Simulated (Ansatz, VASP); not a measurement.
# Ge in VASP and in Ansatz

```
Ge
1.0
     3.46154   -3.57150    0.00000
     3.46154    3.57150    0.00000
     0.00000    0.00000    3.73843
Ge
4
Direct
  0.45904 0.17604 0.25000
  0.54096 0.82396 0.75000
  0.82396 0.54096 0.25000
  0.17604 0.45904 0.75000
```

Alike in both runs: functional PBE; k mesh 10 × 10 × 12; occupations gaussian, width 0.1 eV; no spin polarisation.

Ansatz relaxed the structure, and its values are those at the end. VASP's run is a single point on that final structure, the one shown.

|  | VASP | Ansatz |
| --- | --- | --- |
| version | VASP 6.6.1 | Ansatz 0.2.0 |
| potentials or method | VASP PAW PBE potentials, release 64 (Ge_d), cutoff 520 eV | scalar-relativistic, plane waves, PAW |
| valence electrons in the cell | 56 | 56 |

|  | VASP | Ansatz | Ansatz less VASP |
| --- | --- | --- | --- |
| gap on the k mesh at the Fermi level (eV) | none | none | - |
| pressure (GPa) | 0.0 | 0.0 | 0.00 |

A gap of «none» marks a metal or a gap that the smearing closes.
